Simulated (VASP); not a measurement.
Input of a VASP 6.6.1 run:

INCAR

```
PREC = Accurate
ENCUT = 520
EDIFF = 1E-6
ISMEAR = 0
SIGMA = 0.15
LREAL = F
LASPH = T
NELM = 100
ALGO = Fast
ISIF = 2
LWAVE = F
LCHARG = T
GGA = PE
LELF = T
LVHAR = T
NBANDS = 13
```

KPOINTS

```
regular mesh
0
Gamma
  20 20 20
```

Contents of POSCAR:

```
W
1.0
   -1.5553708750      1.5973000000      1.5553708750
    1.6392291250     -1.5973000000      1.6392291250
    1.5553708750      1.5973000000     -1.5553708750
W
1
Direct
    0.0000000000      0.0000000000      0.0000000000
```

Potentials or basis: VASP PAW PBE potentials, release 64 (W_sv).

Command:

```bash
$ cat potpaw_PBE.64/W_sv/POTCAR > POTCAR
$ mpirun -np 1 vasp_std > vasp.out
```

What does it give for the pressure?

-2.0 GPa.

Estimate the band gap on the k mesh.

zero (band 7 reaches 15.49 eV, above the bottom of band 8 at 10.00 eV).

Stress tensor (GPa, compression positive):
```
-2.06  0.00 -7.56
 0.00 -1.73  0.00
-7.56  0.00 -2.06
```

Caveat: the cell differs from its parent crystal (strain +0.0525 x Voigt [0, 0, 0, 0, 1, 0]); spin-orbit coupling is left out, which moves the levels of the heavy elements.
